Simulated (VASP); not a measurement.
Here is a VASP 6.6.1 calculation.

Contents of INCAR:

```
ALGO = Fast ; EDIFF = 1E-7
ENCUT = 520 ; GGA = PE
ISIF = 2 ; ISMEAR = 0
LASPH = T ; LCHARG = T
LELF = T ; LREAL = F
LVHAR = T ; LWAVE = F
NBANDS = 26 ; NELM = 60
PREC = Accurate ; SIGMA = 0.1
```

File KPOINTS:

```
k-points
0
Gamma
  4 4 4
```

Contents of POSCAR:

```
GeCl3
1.0
    5.0401473900      0.0000000000      0.0000000000
    0.0000000000      5.0401473900      0.0000000000
    0.0000000000      0.0000000000      4.8289966900
Ge Cl
1 3
Direct
    0.5000000000      0.5000000000      0.0000000000
    0.0000000000      0.5000000000      0.0000000000
    0.5000000000      0.0000000000      0.0000000000
    0.0000000000      0.0000000000      0.0000000000
```

Potentials or basis: VASP PAW PBE potentials, release 64 (Ge_d, Cl).

Run with:

```sh
$ cat potpaw_PBE.64/Ge_d/POTCAR potpaw_PBE.64/Cl/POTCAR > POTCAR
$ mpirun -np 1 vasp_std > vasp.out
```

Question: Predict the band gap on the k mesh.

Answer: Zero (an odd number of electrons rules out a gap without spin polarisation).

Question: What does it give for the pressure?

Answer: 8.5 GPa.

Stress tensor (GPa, compression positive):
```
12.94  0.00  0.00
 0.00 12.94  0.00
 0.00  0.00 -0.37
```

Caveat: the stress differs along the axes, from -0 to 13 GPa; an odd number of electrons without spin polarisation forces a metal; a magnetic or distorted state may lie lower.
